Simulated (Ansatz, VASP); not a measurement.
# Two plane-wave programs on NiO

```xyz
2
Lattice="2.5046 0.0000 0.0000 0.0000 2.5046 0.0000 0.0000 0.0000 2.5046" Properties=species:S:1:pos:R:3 pbc="T T T"
Ni    0.0000    0.0000    0.0000
O     1.2523    1.2523    1.2523
```

Alike in both runs: task relaxation of cell and atoms; functional PBE; k mesh 11 × 11 × 11; occupations fermi-dirac, width 0.05 eV; collinear spin.

|  | VASP | Ansatz |
| --- | --- | --- |
| version | VASP 6.6.1 | Ansatz 0.2.0 |
| potentials or method | VASP PAW PBE potentials, release 64 (Ni, O) | Ansatz PAW |
| plane-wave cutoff (eV) | 600 | 420 |
| valence electrons in the cell | 16 | 24 |

VASP gave:

```
gap on the k mesh at the Fermi level, each at its own relaxed structure (eV) : none
net moment per atom (μB)                                                     : 0.00
size of the moment on the site where the two differ most (μB)                : 0.00
relaxed volume (Å³/atom)                                                     : 8.62
relaxed cell length with the largest relative difference (Å)                 : 2.583
```

Task: Which values does Ansatz return?

Result: gap on the k mesh at the Fermi level, each at its own relaxed structure (eV): none; net moment per atom (μB): 0.99; size of the moment on the site where the two differ most (μB): 1.45; relaxed volume (Å³/atom): 8.91; relaxed cell length with the largest relative difference (Å): 2.612.

The net moments are unlike, so the other rows may belong to different states. Site moments also hang on the region over which each program counts them. A gap of «none» marks a metal or a gap that the smearing closes. VASP's potentials hold 16 valence electrons a cell and Ansatz's 24, so a difference there can come from the potentials and not from the codes.

Noted on Ansatz's run: the plane-wave basis is chosen anew once the cell has moved, so the energies of steps on either side of that aren't comparable.
